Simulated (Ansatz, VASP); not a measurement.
**Fe in VASP and in Ansatz**

```xyz
4
Lattice="2.5538 0.0000 0.0000 -1.2769 2.2116 0.0000 0.0000 0.0000 8.3406" Properties=species:S:1:pos:R:3 pbc="T T T"
Fe    0.0000    0.0000    0.0000
Fe    0.0000    0.0000    4.1703
Fe    0.0000    1.4744    2.0851
Fe    1.2769    0.7372    6.2554
```

Alike in both runs: task relaxation of cell and atoms; functional PBEsol; k mesh 14 × 14 × 4; occupations fermi-dirac, width 0.1 eV; no spin polarisation.

|  | VASP | Ansatz |
| --- | --- | --- |
| version | VASP 6.6.1 | Ansatz 0.2.0 |
| potentials or method | VASP PAW PBE potentials, release 64 (Fe), cutoff 600 eV | plane waves (420 eV) with PAW, scalar-relativistic |
| valence electrons in the cell | 32 | 64 |

Ansatz gave:

| Quantity | Value |
| --- | --- |
| relaxed volume (Å³/atom) | 9.87 |
| relaxed cell length with the largest relative difference (Å) | 7.788 |

Q: Estimate VASP's values.

A: Relaxed volume (Å³/atom): 9.85; relaxed cell length with the largest relative difference (Å): 7.783.

VASP's potentials were made for PBE, not for PBEsol, and Ansatz warns of the same on its side. VASP's potentials hold 32 valence electrons a cell and Ansatz's 64, so a difference there can come from the potentials and not from the codes.

Noted on VASP's run: the volume moved by over 15 % at a fixed basis, so the end points are rough; too few bands were computed for a metal, which touches its energy and stress.
